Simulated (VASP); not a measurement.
Here is a VASP 6.6.1 calculation.

File POSCAR:

```
TiAl
1.0
    3.2414144177      0.0000000000      0.0000000000
    0.0000000000      3.2414144177      0.0000000000
    0.0000000000      0.0000000000      3.2414144177
Ti Al
1 1
Direct
    0.0000000000      0.0000000000      0.0000000000
    0.5000000000      0.5000000000      0.5000000000
```

The input INCAR.step1:

```
SYSTEM = TiAl
ALGO     = Normal         ! electronic algorithm
EDIFF    = 1E-5           ! SCF threshold, eV
ENCUT    = 520            ! plane-wave cutoff, eV
GGA      = PE             ! functional
ISIF     = 2              ! what is computed and relaxed
ISMEAR   = -1             ! smearing method
LASPH    = .True.         ! aspherical terms in the spheres
LCHARG   = .False.        ! write CHGCAR
LREAL    = .False.        ! projectors in reciprocal space
LWAVE    = .True.         ! write WAVECAR
NBANDS   = 14             ! bands
NELM     = 60             ! most SCF steps
PREC     = Accurate       ! precision mode
SIGMA    = 0.05           ! smearing width, eV
```

Contents of INCAR.step2:

```
SYSTEM = TiAl
AEXX     = 0.25           ! exact-exchange fraction
ALGO     = Normal         ! electronic algorithm
EDIFF    = 1E-7           ! SCF threshold, eV
ENCUT    = 520            ! plane-wave cutoff, eV
GGA      = PE             ! functional
ISIF     = 2              ! what is computed and relaxed
ISMEAR   = -1             ! smearing method
ISTART   = 1            
LASPH    = .True.         ! aspherical terms in the spheres
LCHARG   = .False.        ! write CHGCAR
LHFCALC  = .True.         ! exact exchange
LREAL    = .False.        ! projectors in reciprocal space
LWAVE    = .False.        ! write WAVECAR
NBANDS   = 14             ! bands
NELM     = 60             ! most SCF steps
PREC     = Accurate       ! precision mode
PRECFOCK = Normal       
SIGMA    = 0.05           ! smearing width, eV
```

File KPOINTS:

```
k-points
0
Gamma
  6 6 6
  0 0 0
```

Potentials or basis: VASP PAW PBE potentials, release 64 (Ti_sv, Al).

Command:

```console
$ cat potpaw_PBE.64/Ti_sv/POTCAR potpaw_PBE.64/Al/POTCAR > POTCAR
$ cp INCAR.step1 INCAR
$ mpirun -np 1 vasp_std > vasp.out
$ cp INCAR.step2 INCAR
$ mpirun -np 1 vasp_std > vasp.out
```

Q: Estimate the pressure.

A: -8.6 GPa.

Q: What does it give for the band gap on the k mesh?

A: Zero (an odd number of electrons rules out a gap without spin polarisation).

Caveat: the cell stands under tension; the PAW data sets were made with another functional, which shifts forces and pressure a little.
